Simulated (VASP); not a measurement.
Here is a VASP 6.6.1 calculation.

INCAR

```
PREC = Accurate
ENCUT = 600
EDIFF = 1E-6
ISMEAR = -1
SIGMA = 0.05
LREAL = False
LASPH = True
NELM = 120
ALGO = Normal
ISIF = 2
LWAVE = False
LCHARG = True
GGA = PS
LELF = True
LVHAR = True
NBANDS = 64
GGA_COMPAT = False
```

KPOINTS

```
regular mesh
0
Gamma
  6 6 6
```

File POSCAR:

```
SnO2
1.0
   -3.2704135012      3.4370830431      3.4366310695
    3.2704135012     -3.4370830431      3.4366310695
    3.2704135012      3.4370830431     -3.4366310695
Sn O
4 8
Direct
    0.5000000000      0.0000000000      0.0000000000
    0.5000000000      0.5000000000      0.5000000000
    0.0035990000      0.7535990000      0.2500000000
    0.9964010000      0.2464010000      0.7500000000
    0.8064960000      0.8037740000      0.4972780000
    0.8064960000      0.3092180000      0.0027220000
    0.3024350000      0.2459400000      0.0564950000
    0.6894450000      0.2459400000      0.4435050000
    0.3105550000      0.7540600000      0.5564950000
    0.1935040000      0.6907820000      0.9972780000
    0.6975650000      0.7540600000      0.9435050000
    0.1935040000      0.1962260000      0.5027220000
```

Potentials or basis: VASP PAW PBE potentials, release 64 (Sn_d, O).

The run is started by

```bash
$ cat potpaw_PBE.64/Sn_d/POTCAR potpaw_PBE.64/O/POTCAR > POTCAR
$ mpirun -np 1 vasp_std > vasp.out
```

**Question.** Estimate the pressure.

**Answer.** -9.3 GPa.

**Question.** What does it give for the band gap on the k mesh?

**Answer.** 0.32 eV.

Stress tensor (GPa, compression positive):
```
-10.94   0.00   0.00
  0.00  -8.50   0.00
  0.00   0.00  -8.48
```

Caveat: the cell stands under tension; the PAW data sets were made with another functional, which shifts forces and pressure a little; spin-orbit coupling is left out, which moves the levels of the heavy elements.
